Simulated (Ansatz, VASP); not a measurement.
## In: VASP beside Ansatz

```
In
1.0
    -1.63987    1.63987    2.28270
     1.63987   -1.63987    2.28270
     1.63987    1.63987   -2.28270
In
1
Direct
  0.00000 0.00000 0.00000
```

Alike in both runs: task single point; functional LDA; k mesh 22 × 22 × 22; occupations gaussian, width 0.15 eV; no spin polarisation.

|  | VASP | Ansatz |
| --- | --- | --- |
| version | VASP 6.6.1 | Ansatz 0.2.0 |
| potentials or method | VASP PAW LDA potentials, release 64 (In_d), cutoff 520 eV | scalar-relativistic, plane waves, PAW |
| valence electrons in the cell | 13 | 13 |

VASP gave:

- gap on the k mesh at the Fermi level (eV): none
- pressure (GPa): 0.2
- traceless stress, the component that is largest in VASP (GPa): -0.21

Task: Which values does Ansatz return?

Result: gap on the k mesh at the Fermi level (eV): none; pressure (GPa): 0.1; traceless stress, the component that is largest in VASP (GPa): -0.22.

LDA's correlation is that of Perdew and Zunger in VASP and of Perdew and Wang (1992) in Ansatz. A gap of «none» marks a metal or a gap that the smearing closes.
